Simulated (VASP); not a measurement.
Runs of VASP 6.6.1 on BP. It takes space group Pm-3m (No. 221, cubic). The conventional cell has a = 2.708 Å, b = 2.708 Å, c = 2.708 Å, α = 90.00°, β = 90.00°, γ = 90.00°. Within 3.1 Å of B (site symmetry m-3m) lie 8 P at 2.35 Å and 6 B at 2.71 Å. Within 3.1 Å of P (site symmetry m-3m) lie 8 B at 2.35 Å and 6 P at 2.71 Å. 

| level | potentials or basis | k mesh | gap on the mesh (eV) | pressure (GPa) |
| --- | --- | --- | --- | --- |
| PBE | VASP PAW PBE potentials, release 64 (B, P) | 8 × 8 × 8 | none | 0.3 |
| LDA | VASP PAW LDA potentials, release 64 (B, P) | 6 × 6 × 6 | none | -1.5 |
| r2SCAN | VASP PAW PBE potentials, release 64 (B, P) | 8 × 8 × 8 | none | (a) |
| r2SCAN | VASP PAW PBE potentials, release 64 (B, P) | 4 × 4 × 4 | none | -3.3 |

Alike in all rows: task single point; no spin polarisation; cell as given; cutoff (eV) 520; smearing fermi-dirac 0.02 eV.

Question: Fill in the values left out.

Answer: (a) -0.2.

Caveats: some runs use coarse meshes; the PAW data sets were made with another functional, which shifts forces and pressure a little (some runs).

A gap of «none» marks levels without a gap at the run's occupations.
